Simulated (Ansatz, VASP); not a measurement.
# GaAs: VASP beside Ansatz

```
Ga As
1.0
     0.00000    2.83308    2.83308
     2.83308    0.00000    2.83308
     2.83308    2.83308    0.00000
Ga As
1 1
Direct
  0.00000 0.00000 0.00000
  0.25000 0.25000 0.25000
```

Alike in both runs: task single point; functional PBE; k mesh 8 × 8 × 8; no spin polarisation.

```csv
,VASP,Ansatz
version,VASP 6.6.1,Ansatz 0.2.0
potentials or method,"VASP PAW PBE potentials, release 64 (Ga_d, As)","plane waves, PAW"
plane-wave cutoff (eV),520,420
occupations,"gaussian, width 0.01 eV",fixed
valence electrons in the cell,18,28
```

Ansatz gave:

* gap on the k mesh at the Fermi level (eV): 0.47
* pressure (GPa): 2.8

Q: What did VASP give for the same quantities?

A: gap on the k mesh at the Fermi level (eV): 0.47; pressure (GPa): 2.9.

VASP's potentials hold 18 valence electrons a cell and Ansatz's 28, so a difference there can come from the potentials and not from the codes.
